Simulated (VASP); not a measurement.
Wanted: the native input for a VASP 6.6.1 run.

```
Task                   : single point
Functional             : r2SCAN
Potentials or basis    : VASP PAW PBE potentials, release 64 (K_sv, Mg, I)
Cutoff                 : 520 eV
k mesh                 : 4 × 4 × 4
Occupations            : gaussian, width 0.01 eV
Spin                   : no spin polarisation
Dipole correction      : no
Further INCAR settings : ALGO = Normal; EDIFF = 1e-06; NBANDS = 24
```

KMgI3:

```
K Mg I
1.0
     5.81386    0.00000    0.00000
     0.00000    5.81386    0.00000
     0.00000    0.00000    5.81386
K Mg I
1 1 3
Direct
  0.00000 0.00000 0.00000
  0.50000 0.50000 0.50000
  0.50000 0.50000 0.00000
  0.50000 0.00000 0.50000
  0.00000 0.50000 0.50000
```

These files were run (other wordings do the same):

POSCAR

```
KMgI3
1.0
    5.8138566201      0.0000000000      0.0000000000
    0.0000000000      5.8138566201      0.0000000000
    0.0000000000      0.0000000000      5.8138566201
K Mg I
1 1 3
Direct
    0.0000000000      0.0000000000      0.0000000000
    0.5000000000      0.5000000000      0.5000000000
    0.5000000000      0.5000000000      0.0000000000
    0.5000000000      0.0000000000      0.5000000000
    0.0000000000      0.5000000000      0.5000000000
```

INCAR.step1

```
PREC     = Accurate       # precision mode
ENCUT    = 520            # plane-wave cutoff, eV
ISMEAR   = 0              # smearing method
SIGMA    = 0.01           # smearing width, eV
LREAL    = False          # projectors in reciprocal space
LASPH    = True           # aspherical terms in the spheres
NELM     = 100            # most SCF steps
NBANDS   = 24             # bands
GGA      = PE             # functional
ALGO     = Normal         # electronic algorithm
EDIFF    = 1E-4           # SCF threshold, eV
LWAVE    = True           # write WAVECAR
LCHARG   = False          # write CHGCAR
```

INCAR.step2

```
PREC     = Accurate       # precision mode
ENCUT    = 520            # plane-wave cutoff, eV
EDIFF    = 1E-6           # SCF threshold, eV
ISMEAR   = 0              # smearing method
SIGMA    = 0.01           # smearing width, eV
LREAL    = False          # projectors in reciprocal space
LASPH    = True           # aspherical terms in the spheres
NELM     = 100            # most SCF steps
ALGO     = Normal         # electronic algorithm
ISIF     = 2              # what is computed and relaxed
LWAVE    = False          # write WAVECAR
LCHARG   = False          # write CHGCAR
METAGGA  = R2SCAN         # meta-GGA
LMIXTAU  = True         
NBANDS   = 24             # bands
ISTART   = 1
```

KPOINTS

```
Automatic mesh
0
Gamma
  4 4 4
```

Potentials or basis: VASP PAW PBE potentials, release 64 (K_sv, Mg, I).

The run is started by

```bash
$ cat potpaw_PBE.64/K_sv/POTCAR potpaw_PBE.64/Mg/POTCAR potpaw_PBE.64/I/POTCAR > POTCAR
$ cp INCAR.step1 INCAR
$ mpirun -np 1 vasp_std > vasp.out
$ cp INCAR.step2 INCAR
$ mpirun -np 1 vasp_std > vasp.out
```

Results of the run:

```json
{
  "Pressure": "-0.1 GPa",
  "Band gap on the k mesh": "1.83 eV, indirect (least direct gap 2.36 eV)"
}
```

Caveat: the PAW data sets were made with another functional, which shifts forces and pressure a little; spin-orbit coupling is left out, which moves the levels of the heavy elements.

Wall time 110 s on 1 thread of Intel(R) Xeon(R) 6975P-C (Granite Rapids), on a shared host, peak memory 0.38 GiB.
